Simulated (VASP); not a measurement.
Cd, 2 atoms in the cell. It takes space group P6_3/mmc (No. 194, hexagonal). The conventional cell has a = 3.018 Å, b = 3.018 Å, c = 5.692 Å, α = 90.00°, β = 90.00°, γ = 120.00°. Within 4.0 Å of Cd (site symmetry -6m2) lie 12 Cd at 3.02 to 3.34 Å. 

```yaml
Program: VASP 6.6.1
Task: single point
Functional: r2SCAN
Potentials_or_basis: VASP PAW PBE potentials, release 64 (Cd)
Cutoff: 520 eV
k_mesh: 10 × 10 × 5
Occupations: fermi-dirac, width 0.05 eV
Spin: no spin polarisation
Dipole_correction: no
Further_INCAR_settings: ALGO = Normal; EDIFF = 1e-06; NBANDS = 19
```

Potentials or basis: VASP PAW PBE potentials, release 64 (Cd).

The run is started by

```bash
$ cat potpaw_PBE.64/Cd/POTCAR > POTCAR
$ cp INCAR.step1 INCAR
$ mpirun -np 1 vasp_std > vasp.out
$ cp INCAR.step2 INCAR
$ mpirun -np 1 vasp_std > vasp.out
```

Hardware: 1 thread of Intel(R) Xeon(R) Platinum 8488C (Sapphire Rapids) (shared host).

**Question.** How long does it take, and how much memory?

**Answer.** Run time: 67 s on 1 thread of Intel(R) Xeon(R) Platinum 8488C (Sapphire Rapids), with other jobs on the host, peak memory 0.17 GiB. Counts: k points 42.
